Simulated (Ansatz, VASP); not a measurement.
# FeNi3 in VASP and in Ansatz

Contents of INCAR:

```
PREC = Accurate
ENCUT = 520
EDIFF = 1E-7
ISMEAR = -1
SIGMA = 0.05
LREAL = False
LASPH = True
NELM = 150
ALGO = Normal
ISIF = 2
LWAVE = False
LCHARG = False
ISPIN = 2
MAGMOM = 1 1 1 3
LORBIT = 11
LMAXMIX = 4
GGA = PS
NBANDS = 31
```

File KPOINTS:

```
Automatic mesh
0
Gamma
  8 8 8
```

The input POSCAR:

```
FeNi3
1.0
    3.4970887214      0.0000000000      0.0000000000
    0.0000000000      3.4970887214      0.0000000000
    0.0000000000      0.0000000000      3.4970887214
Ni Fe
3 1
Direct
    0.5000000000      0.5000000000      0.0000000000
    0.5000000000      0.0000000000      0.5000000000
    0.0000000000      0.5000000000      0.5000000000
    0.0000000000      0.0000000000      0.0000000000
```

Contents of input.yaml:

```yaml
crystal:
  lattice:
    - [3.4970887214, 0.0, 0.0]
    - [0.0, 3.4970887214, 0.0]
    - [0.0, 0.0, 3.4970887214]
  atoms:
    - { symbol: Ni, position: [0.5, 0.5, 0.0], spin: 1.0 }
    - { symbol: Ni, position: [0.5, 0.0, 0.5], spin: 1.0 }
    - { symbol: Ni, position: [0.0, 0.5, 0.5], spin: 1.0 }
    - { symbol: Fe, position: [0.0, 0.0, 0.0], spin: 3.0 }
kpoints:
  mp_grid: { grid: [8, 8, 8] }
scf:
  occupations: { method: fermi_dirac, width: 0.05 }
hamiltonian:
  xc: pbesol
  pseudopotentials: { kind: all_electron, lapw: { basis_error: 0.001 } }
magnetization:
  spin_polarized: true
output:
  forces: true
  stress: true
  eigenvalues: true
```

Change from the starting cell: volume scaled by 0.96.

Alike in both runs: task single point; functional PBEsol; k mesh 8 × 8 × 8; occupations fermi-dirac, width 0.05 eV; collinear spin.

```csv
,VASP,Ansatz
version,VASP 6.6.1,Ansatz 0.2.0
potentials or method,"VASP PAW PBE potentials, release 64 (Ni, Fe), cutoff 520 eV","all-electron LAPW, scalar-relativistic"
```

Ansatz gave:

```
gap on the k mesh at the Fermi level (eV)                     : none
pressure (GPa)                                                : -1.6
net moment per atom (μB)                                      : 1.19
size of the moment on the site where the two differ most (μB) : 2.89
```

**Question.** Estimate VASP's values.

**Answer.** gap on the k mesh at the Fermi level (eV): none; pressure (GPa): -1.7; net moment per atom (μB): 1.17; size of the moment on the site where the two differ most (μB): 2.84.

VASP's potentials were made for PBE, not for PBEsol. Site moments also hang on the region over which each program counts them. A gap of «none» marks a metal or a gap that the smearing closes. Ansatz ran all-electron here, and VASP with PAW potentials.
